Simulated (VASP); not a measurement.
# SbSe5 (P-3m1) in VASP: a series of runs

SbSe5 is run at these levels: PBE; tasks: relaxation of cell and atoms, single point.

Program: VASP 6.6.1. These are calculated values, not measurements. Logs are shortened: lines on timing, memory, paths and dates and some standing lists are left out, and cuts for length are marked.

## 1. The cell of the first run

The structure is trigonal, space group P-3m1 (No. 164). Conventional cell: a = 3.826 Å, b = 3.826 Å, c = 13.277 Å, α = 90.00°, β = 90.00°, γ = 120.00°. Within 3.7 Å of Sb (site symmetry -3m) lie 6 Se at 2.79 Å. Within 3.7 Å of Se (site symmetry 3m) lie 3 Sb at 2.79 Å. Within 3.6 Å of Se (site symmetry 3m) lie 3 Se at 2.69 Å. Se (site symmetry -3m) has 6 Se at 2.69 Å within 3.6 Å.

## 2. Relaxation of cell and atoms, PBE

Contents of INCAR:

```
ALGO = Normal
EDIFF = 1E-6
EDIFFG = -0.01
ENCUT = 600
GGA = PE
IBRION = 2
ISIF = 3
ISMEAR = 0
LASPH = T
LCHARG = F
LREAL = F
LWAVE = F
NELM = 60
NSW = 100
PREC = Accurate
SIGMA = 0.1
```

Contents of KPOINTS:

```
k-points
0
Gamma
  12 12 4
```

Contents of POSCAR:

```
SbSe5
1.0
    3.8262427406      0.0000000000      0.0000000000
   -1.9131213703      3.3136234144      0.0000000000
    0.0000000000      0.0000000000     13.2766114360
Sb Se
1 5
Direct
    0.0000000000      0.0000000000      0.0000000000
    0.3333333333      0.6666666667      0.1280691624
    0.6666666667      0.3333333333      0.8719308376
    0.3333333333      0.6666666667      0.6159396477
    0.0000000000      0.0000000000      0.5000000000
    0.6666666667      0.3333333333      0.3840603523
```

Potentials or basis: VASP PAW PBE potentials, release 64 (Sb, Se).

On the command line:

```sh
$ cat potpaw_PBE.64/Sb/POTCAR potpaw_PBE.64/Se/POTCAR > POTCAR
$ mpirun -np 1 vasp_std > vasp.out
```

OUTCAR:

```text
EDIFF = 1E-6
   EDIFFG = -0.01
   ENCUT = 600
   GGA = PE
   IBRION = 2
   ISIF = 3
   ISMEAR = 0
   LASPH = T
   LREAL = F
   NELM = 60
   NSW = 100
   PREC = Accurate

 ion  position               nearest neighbor table
   1  0.000  0.000  0.000-   2 2.79   3 2.79   2 2.79   3 2.79   3 2.79   2 2.79
   2  0.333  0.667  0.128-   1 2.79   1 2.79   1 2.79
   3  0.667  0.333  0.872-   1 2.79   1 2.79   1 2.79
   4  0.333  0.667  0.616-   5 2.69   5 2.69   5 2.69
   5  0.000  0.000  0.500-   4 2.69   6 2.69   4 2.69   6 2.69   6 2.69   4 2.69
   6  0.667  0.333  0.384-   5 2.69   5 2.69   5 2.69

  LATTYP: Found a hexagonal cell.
 ALAT       =     3.8262427406
 C/A-ratio  =     3.4698821628

  Lattice vectors:

 A1 = (   3.8262427406,   0.0000000000,   0.0000000000)
 A2 = (  -1.9131213703,   3.3136234144,   0.0000000000)
 A3 = (   0.0000000000,   0.0000000000,  13.2766114360)

Analysis of symmetry for initial positions (statically):
=====================================================================
 Subroutine PRICEL returns:
 Original cell was already a primitive cell.

 Routine SETGRP: Setting up the symmetry group for a
 hexagonal supercell.

 Subroutine GETGRP returns: Found 12 space group operations
 (whereof 12 operations were pure point group operations)
 out of a pool of 24 trial point group operations.

The static configuration has the point symmetry D_3d.

Analysis of symmetry for dynamics (positions and initial velocities):
=====================================================================
 Subroutine PRICEL returns:
 Original cell was already a primitive cell.

 Routine SETGRP: Setting up the symmetry group for a
 hexagonal supercell.

 Subroutine GETGRP returns: Found 12 space group operations
 (whereof 12 operations were pure point group operations)
 out of a pool of 24 trial point group operations.

The dynamic configuration has the point symmetry D_3d.

 Subroutine INISYM returns: Found 12 space group operations
 (whereof 12 operations are pure point group operations),
 and found     1 'primitive' translations

----------------------------------------------------------------------------------------

                                     Primitive cell

  volume of cell :     168.3305

  direct lattice vectors                    reciprocal lattice vectors
     3.826242741  0.000000000  0.000000000     0.261352995  0.150892222  0.000000000
    -1.913121370  3.313623414  0.000000000     0.000000000  0.301784444  0.000000000
     0.000000000  0.000000000 13.276611436     0.000000000  0.000000000  0.075320424

  length of vectors
     3.826242741  3.826242741 13.276611436     0.301784444  0.301784444  0.075320424

  position of ions in fractional coordinates (direct lattice)
     0.000000000  0.000000000  0.000000000
     0.333333333  0.666666667  0.128069162
     0.666666667  0.333333333  0.871930838
     0.333333333  0.666666667  0.615939648
     0.000000000  0.000000000  0.500000000
     0.666666667  0.333333333  0.384060352

  ion indices of the primitive-cell ions
   primitive index   ion index
                 1           1
                 2           2
                 3           3
                 4           4
                 5           5
                 6           6

----------------------------------------------------------------------------------------

 KPOINTS: k-points

Automatic generation of k-mesh.
 Grid dimensions read from file:
 generate k-points for:   12   12    4

 Generating k-lattice:

  Cartesian coordinates                     Fractional coordinates (reciprocal lattice)
     0.021779416  0.012574352  0.000000000     0.083333333  0.000000000  0.000000000
     0.000000000  0.025148704  0.000000000     0.000000000  0.083333333  0.000000000
     0.000000000  0.000000000  0.018830106     0.000000000  0.000000000  0.250000000

  Length of vectors
     0.025148704  0.025148704  0.018830106

  Shift w.r.t. Gamma in fractional coordinates (k-lattice)
     0.000000000  0.000000000  0.000000000

 Subroutine IBZKPT returns following result:
 ===========================================

 Found     69 irreducible k-points:

 Following reciprocal coordinates:
            Coordinates               Weight
  0.000000  0.000000  0.000000      1.000000
  0.083333  0.000000  0.000000      6.000000
  0.166667  0.000000  0.000000      6.000000
  0.250000  0.000000  0.000000      6.000000
  0.333333 -0.000000  0.000000      6.000000
  0.416667  0.000000  0.000000      6.000000
[... 16 lines left out ...]
  0.166667  0.000000  0.250000      6.000000
  0.000000  0.166667  0.250000      6.000000
 [... further k-points ...]
   k-points           NKPTS =     69   k-points in BZ     NKDIM =     69   number of bands    NBANDS=     21
   number of dos      NEDOS =    301   number of ions     NIONS =      6
   total plane-waves  NPLWV = 110592
   dimension x,y,z NGX =    32 NGY =   32 NGZ =  108
   dimension x,y,z NGXF=    64 NGYF=   64 NGZF=  216
   ions per type =               1   5
   NGX,Y,Z   is equivalent  to a cutoff of  13.90, 13.90, 13.52 a.u.
   NGXF,Y,Z  is equivalent  to a cutoff of  27.81, 27.81, 27.05 a.u.
 SYSTEM =  unknown system
   PREC   = accura    normal or accurate (medium, high low for compatibility)
   ISTART =      0    job   : 0-new  1-cont  2-samecut
   ICHARG =      2    charge: 1-file 2-atom 10-const
   ISPIN  =      1    spin polarized calculation?
   LNONCOLLINEAR =      F non collinear calculations
   LSORBIT =      F    spin-orbit coupling
   LASPH  =      T    aspherical Exc in radial PAW
   ENCUT  =  600.0 eV  44.10 Ry    6.64 a.u.   7.64  7.64 26.52*2*pi/ulx,y,z
   NELM   =     60;   NELMIN=  2; NELMDL= -5     # of ELM steps
   EDIFF  = 0.1E-05   stopping-criterion for ELM
   LREAL  =      F    real-space projection
   EDIFFG = -.1E-01   stopping-criterion for IOM
   NSW    =    100    number of steps for IOM
   IBRION =      2    ionic relax: 0-MD 1-quasi-New 2-CG
   NFREE  =      1    steps in history (QN), initial steepest desc. (CG)
   ISIF   =      3    stress and relaxation
   ISYM   =      2    0-nonsym 1-usesym 2-fastsym
   POTIM  = 0.5000    time-step for ionic-motion
   TEBEG  =    0.0;   TEEND  =   0.0 temperature during run
   PSTRESS=    0.0 pullay stress
   NELECT =      35.0000    total number of electrons
   NUPDOWN=      -1.0000    fix difference up-down
   EMIN   =  10.00;   EMAX   =-10.00  energy-range for DOS
   EFERMI =   0.00;   METHOD = LEGACY
   ISMEAR =     0;   SIGMA  =   0.10  broadening in eV -4-tet -1-fermi 0-gaus
   EFERMI_NEDOS =   21; number of points for ismear=-14 and -15
   IALGO  =     38    algorithm
   IMIX   =      4    mixing-type and parameters
     AMIX     =   0.40;   BMIX     =  1.00
     AMIX_MAG =   1.60;   BMIX_MAG =  1.00
  volume/ion in A,a.u.               =      28.06       189.33
  Fermi-wavevector in a.u.,A,eV,Ry     =   0.969862  1.832773 12.798075  0.940632
  Thomas-Fermi vector in A             =   2.099949
   LORBIT       =      0    0 simple, 1 ext, 2 COOP (PROOUT), +10 PAW based schemes
   GGA     = PE    functional components
   LHFCALC =     F    Hartree Fock is set to
   AEXX    =    0.0000 exact exchange contribution
   IVDW    =     0    specifies the selected vdW correction
   LEPSILON=     F    determine dielectric tensor
   LRPA    =     F    only Hartree local field effects (RPA)
 conjugate gradient relaxation of ions
 non-spin polarized calculation
 Gauss-broadening in eV      SIGMA  =   0.10
  energy-cutoff  :      600.00
  volume of cell :      168.33
 maximum number of plane-waves:      5663
 NGX is ok and might be reduce to    32
   NGX = 15   NGY = 15   NGZ = 53

 number of electron      34.9999999 magnetization

 Free energy of the ion-electron system (eV)
  ---------------------------------------------------
  ext. energy  EPLUGINS =         0.00000000
  ---------------------------------------------------
  free energy    TOTEN  =       -21.59335403 eV

  energy without entropy =      -21.58187699  energy(sigma->0) =      -21.58761551

 E-fermi :   3.2443     XC(G=0):  -8.8762

 val. band max:        3.2158384766   @ k =   0.3333   0.3333   0.0000
 cond. band min:       3.2895780941   @ k =   0.0000   0.2500   0.2500
 fundamental gap:      0.0737396175
 Fermi energy:         3.2442953294

 k-point     1 :       0.0000    0.0000    0.0000
  band No.  band energies     occupation
      1     -12.7776      2.00000
      2     -11.1707      2.00000
      3      -9.7722      2.00000
      4      -9.5764      2.00000
      5      -6.9331      2.00000
      6      -4.6540      2.00000
[... 13 lines left out ...]
     20       4.4346      0.00000
     21       4.4346      0.00000

 k-point     2 :       0.0833    0.0000    0.0000
  band No.  band energies     occupation
      1     -12.7084      2.00000
      2     -11.0996      2.00000
      3      -9.7288      2.00000
      4      -9.5372      2.00000
      5      -7.0166      2.00000
      6      -4.6811      2.00000
[... 13 lines left out ...]
     20       4.3746      0.00000
     21       4.4945      0.00000

 k-point     3 :       0.1667    0.0000    0.0000
  band No.  band energies     occupation
      1     -12.5043      2.00000
      2     -10.8907      2.00000
      3      -9.6074      2.00000
      4      -9.4292      2.00000
      5      -7.2709      2.00000
      6      -4.7862      2.00000
[... 13 lines left out ...]
     20       4.6840      0.00000
     21       4.8723      0.00000
[... 457 lines left out ...]
 k-point    23 :       0.1667    0.0000    0.2500
  band No.  band energies     occupation
      1     -12.5043      2.00000
      2     -10.8916      2.00000
      3      -9.5848      2.00000
      4      -9.4529      2.00000
      5      -7.2675      2.00000
      6      -4.7886      2.00000
[... 13 lines left out ...]
     20       4.6803      0.00000
     21       4.9139      0.00000

 k-point    24 :       0.0000    0.1667    0.2500
  band No.  band energies     occupation
      1     -12.5043      2.00000
      2     -10.8916      2.00000
      3      -9.5873      2.00000
      4      -9.4502      2.00000
      5      -7.2682      2.00000
      6      -4.7873      2.00000
[... 13 lines left out ...]
     20       4.6829      0.00000
     21       4.8681      0.00000

 [... further k-points ...]

------------------------ aborting loop because EDIFF is reached ----------------------------------------

  FORCE on cell =-STRESS in cart. coord.  units (eV):
  Direction    XX          YY          ZZ          XY          YZ          ZX
  --------------------------------------------------------------------------------------
  -------------------------------------------------------------------------------------
  Total       -0.0157150     -0.0157150      0.0195359     -0.0000000      0.0000000      0.0000000
  in kB       -0.1495763     -0.1495763      0.1859438     -0.0000000      0.0000000      0.0000000
  external PRESSURE =      -0.0377363 kB  Pullay stress =       0.0000000 kB

 VOLUME and BASIS-vectors are now :
 -----------------------------------------------------------------------------
  energy-cutoff  :      600.00
  volume of cell :      168.33
      direct lattice vectors                 reciprocal lattice vectors
     3.826242741  0.000000000  0.000000000     0.261352995  0.150892222  0.000000000
    -1.913121370  3.313623414  0.000000000     0.000000000  0.301784444  0.000000000
     0.000000000  0.000000000 13.276611436     0.000000000  0.000000000  0.075320424

 POSITION                                       TOTAL-FORCE (eV/Angst)
 -----------------------------------------------------------------------------------
      0.00000      0.00000      0.00000        -0.000000      0.000000     -0.000000
     -0.00000      2.20908      1.70032        -0.000000      0.000000     -0.001305
      1.91312      1.10454     11.57629         0.000000     -0.000000      0.001305
     -0.00000      2.20908      8.17759         0.000000     -0.000000      0.006111
      0.00000      0.00000      6.63831        -0.000000      0.000000     -0.000000
      1.91312      1.10454      5.09902        -0.000000      0.000000     -0.006111
 -----------------------------------------------------------------------------------
    total drift:                               -0.000000      0.000000      0.000000

  FREE ENERGIE OF THE ION-ELECTRON SYSTEM (eV)
  ---------------------------------------------------
  free  energy   TOTEN  =       -21.5933540311 eV

  energy  without entropy=      -21.5818769923  energy(sigma->0) =      -21.58761551

 reached required accuracy - stopping structural energy minimisation
```

Wall time 3.1 min (1 thread of Intel Xeon Platinum 8375C at 2.90GHz (Ice Lake), shared host); peak memory 0.49 GiB.

What came out:

| Item | Value |
| --- | --- |
| Free energy | -21.5934 eV |
| Pressure after relaxing | 0.0 GPa |
| Largest force after relaxing | 0.006 eV/Å |

Forces in eV/Å, atoms in the order of the input:
```
Sb   0.000  0.000  0.000
Se   0.000  0.000 -0.001
Se   0.000  0.000  0.001
Se   0.000  0.000  0.006
Se   0.000  0.000  0.000
Se   0.000  0.000 -0.006
```

Final structure:
```
Sb Se
1.0
     3.82624    0.00000    0.00000
    -1.91312    3.31362    0.00000
     0.00000    0.00000   13.27661
Sb Se
1 5
Direct
  0.00000 0.00000 0.00000
  0.33333 0.66667 0.12807
  0.66667 0.33333 0.87193
  0.33333 0.66667 0.61594
  0.00000 0.00000 0.50000
  0.66667 0.33333 0.38406
```

Levels at points of the mesh, in eV from the Fermi level:
| k point | band 14 | band 15 | band 16 | band 17 | band 18 | band 19 | band 20 | band 21 |
| --- | --- | --- | --- | --- | --- | --- | --- | --- |
| (0.00, 0.00, 0.00) | -0.96 | -0.96 | -0.77 | -0.77 | 0.19 | 0.21 | 1.19 | 1.19 |
| (0.50, 0.00, 0.00) | -1.71 | -1.48 | -1.24 | -1.03 | -0.67 | 1.16 | 2.15 | 2.29 |
| (0.00, 0.00, 0.50) | -0.96 | -0.96 | -0.78 | -0.78 | -0.39 | 0.64 | 1.19 | 1.19 |
| (0.50, 0.00, 0.50) | -1.86 | -1.40 | -1.15 | -1.13 | -0.93 | 1.32 | 2.17 | 2.53 |

Caveat: the relaxation stopped at its first step, so nothing moved; spin-orbit coupling is left out, which moves the levels of the heavy elements; this functional lacks dispersion, which binds the layers, so the pressure and a relaxed spacing across them are unreliable.

## 3. Single point, PBE

This run uses another cell than the first one, of 24.82 Å³/atom, 0.885 times its volume.

Contents of INCAR:

```
PREC = Accurate
ENCUT = 520
EDIFF = 1E-6
ISMEAR = 0
SIGMA = 0.2
LREAL = False
LASPH = True
NELM = 80
ALGO = Normal
ISIF = 2
LWAVE = False
LCHARG = True
GGA = PE
LELF = True
LVHAR = True
NBANDS = 26
```

Contents of KPOINTS:

```
Automatic mesh
0
Gamma
  5 5 2
```

Contents of POSCAR:

```
SbSe5
1.0
    3.9075125303      0.0000000000      0.0000000000
   -1.9537562652      3.3840051169      0.0000000000
    0.0000000000      0.0000000000     11.2601110871
Sb Se
1 5
Direct
    0.0000000000      0.0000000000      0.0000000000
    0.3333333333      0.6666666667      0.1511870048
    0.6666666667      0.3333333333      0.8488129952
    0.3333333333      0.6666666667      0.6385856646
    0.0000000000      0.0000000000      0.5000000000
    0.6666666667      0.3333333333      0.3614143354
```

Potentials or basis: VASP PAW PBE potentials, release 64 (Sb, Se).

On the command line:

```sh
$ cat potpaw_PBE.64/Sb/POTCAR potpaw_PBE.64/Se/POTCAR > POTCAR
$ mpirun -np 1 vasp_std > vasp.out
```

Wall time 23 s (1 thread of Intel Xeon 6975P-C (Granite Rapids), shared host); peak memory 0.26 GiB.

The run converged. Its results:

```yaml
Free_energy: -21.5061 eV
Pressure: 0.1 GPa
Largest_force: 0.068 eV/Å
```

Forces on the atoms (eV/Å):
```
Sb   0.000  0.000  0.000
Se   0.000  0.000 -0.012
Se   0.000  0.000  0.012
Se   0.000  0.000 -0.068
Se   0.000  0.000  0.000
Se   0.000  0.000  0.068
```

Stress tensor (GPa, compression positive):
```
-0.12  0.00  0.00
 0.00 -0.12  0.00
 0.00  0.00  0.41
```

Levels at points of the mesh, in eV from the Fermi level:
```
           k point  band 16  band 17  band 18  band 19  band 20  band 21
(0.00, 0.00, 0.00)    -0.82    -0.82     0.30     0.60     0.78     0.78
(0.00, 0.00, 0.50)    -1.10    -0.78    -0.69     0.92     0.92     1.26
```

Caveat: the k points lie up to 0.37 Å⁻¹ apart; spin-orbit coupling is left out, which moves the levels of the heavy elements.

[end of part 1 of 2]
